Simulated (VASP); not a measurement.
Write the native input for VASP 6.6.1 that does the following.

```
Task                   : single point
Functional             : PBE
Potentials or basis    : VASP PAW PBE potentials, release 64 (Zr_sv, Mo_sv)
Cutoff                 : 520 eV
k mesh                 : 4 × 4 × 4
Occupations            : gaussian, width 0.1 eV
Spin                   : no spin polarisation
Dipole correction      : no
Further INCAR settings : ALGO = Fast; EDIFF = 1e-06; NBANDS = 64
```

The structure of ZrMo3 lies in POSCAR:

```
ZrMo3
1.0
    4.9420000000      0.0000000000      0.0000000000
    0.0000000000      4.9420000000      0.0000000000
    0.0000000000      0.0000000000      4.9420000000
Zr Mo
2 6
Direct
    0.0000000000      0.0000000000      0.0000000000
    0.5000000000      0.5000000000      0.5000000000
    0.2500000000      0.0000000000      0.5000000000
    0.5000000000      0.7500000000      0.0000000000
    0.7500000000      0.0000000000      0.5000000000
    0.5000000000      0.2500000000      0.0000000000
    0.0000000000      0.5000000000      0.7500000000
    0.0000000000      0.5000000000      0.2500000000
```

The input as run:

INCAR

```
SYSTEM = ZrMo3
  PREC = Accurate
  ENCUT = 520
  EDIFF = 1E-6
  ISMEAR = 0
  SIGMA = 0.1
  LREAL = .False.
  LASPH = .True.
  NELM = 80
  ALGO = Fast
  ISIF = 2
  LWAVE = .False.
  LCHARG = .False.
  GGA = PE
  NBANDS = 64
```

KPOINTS

```
Automatic mesh
0
Gamma
  4 4 4
  0 0 0
```

Potentials or basis: VASP PAW PBE potentials, release 64 (Zr_sv, Mo_sv).

The run is started by

```bash
$ cat potpaw_PBE.64/Zr_sv/POTCAR potpaw_PBE.64/Mo_sv/POTCAR > POTCAR
$ mpirun -np 1 vasp_std > vasp.out
```

It gave:

The pressure is 38.5 GPa and the band gap on the k mesh is zero (bands 54 and 55 overlap by 0.64 eV).

Caveat: the cell stands under pressure.

Wall time 91 s on 1 thread of Oxide Virtual Turin-like Processor, with other jobs on the host, peak memory 0.23 GiB.
